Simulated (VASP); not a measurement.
KCl, 2 atoms in the cell. Symmetry: Pm-3m, No. 221, cubic system. Conventional cell: a = 3.839 Å, b = 3.839 Å, c = 3.839 Å, α = 90.00°, β = 90.00°, γ = 90.00°. Within 4.4 Å of K (site symmetry m-3m) lie 8 Cl at 3.32 Å and 6 K at 3.84 Å. Cl (site symmetry m-3m) has 8 K at 3.32 Å and 6 Cl at 3.84 Å within 4.4 Å. 

```yaml
Program: VASP 6.6.1
Task: single point
Functional: PBE
Potentials_or_basis: VASP PAW PBE potentials, release 64 (K_sv, Cl)
Cutoff: 500 eV
k_mesh: 4 × 4 × 4
Occupations: methfessel-paxton, width 0.6 eV
Spin: no spin polarisation
Dipole_correction: no
Further_INCAR_settings: ALGO = Normal; EDIFF = 1e-06; NBANDS = 15
```

Potentials or basis: VASP PAW PBE potentials, release 64 (K_sv, Cl).

Run with:

```bash
$ cat potpaw_PBE.64/K_sv/POTCAR potpaw_PBE.64/Cl/POTCAR > POTCAR
$ mpirun -np 1 vasp_std > vasp.out
```

Hardware: 1 thread of Intel(R) Xeon(R) Platinum 8259CL CPU @ 2.50GHz (Skylake/Cascade Lake), on a shared host.

**Question.** Estimate the wall time of this run.

**Answer.** Run time: 17 s on 1 thread of Intel(R) Xeon(R) Platinum 8259CL CPU @ 2.50GHz (Skylake/Cascade Lake), with other jobs on the host, peak memory 0.15 GiB. Counts: scf iterations 12, k points 10.
